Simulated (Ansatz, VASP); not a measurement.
Two plane-wave programs on Si5Se

```
Si Se
1.0
     4.80866    0.00000    0.00000
    -2.40433    4.16442    0.00000
     0.00000    0.00000    7.34564
Si Se
5 1
Direct
  0.00000 0.00000 0.18360
  0.00000 0.00000 0.81640
  0.50000 0.00000 0.00000
  0.00000 0.50000 0.00000
  0.50000 0.50000 0.00000
  0.00000 0.00000 0.50000
```

Alike in both runs: functional PBE; k mesh 6 × 6 × 4; occupations gaussian, width 0.1 eV; no spin polarisation.

Ansatz relaxed the structure, and its values are those at the end. VASP's run is a single point on that final structure, the one shown.

```csv
,VASP,Ansatz
version,VASP 6.6.1,Ansatz 0.2.0
potentials or method,"VASP PAW PBE potentials, release 64 (Si, Se), cutoff 520 eV","scalar-relativistic, plane waves, PAW"
valence electrons in the cell,26,36
```

```tsv
	VASP	Ansatz	Ansatz less VASP
gap on the k mesh at the Fermi level (eV)	none	none	-
pressure (GPa)	0.2	0.2	+0.02
```

A gap of «none» marks a metal or a gap that the smearing closes. VASP's potentials hold 26 valence electrons a cell and Ansatz's 36, so a difference there can come from the potentials and not from the codes.
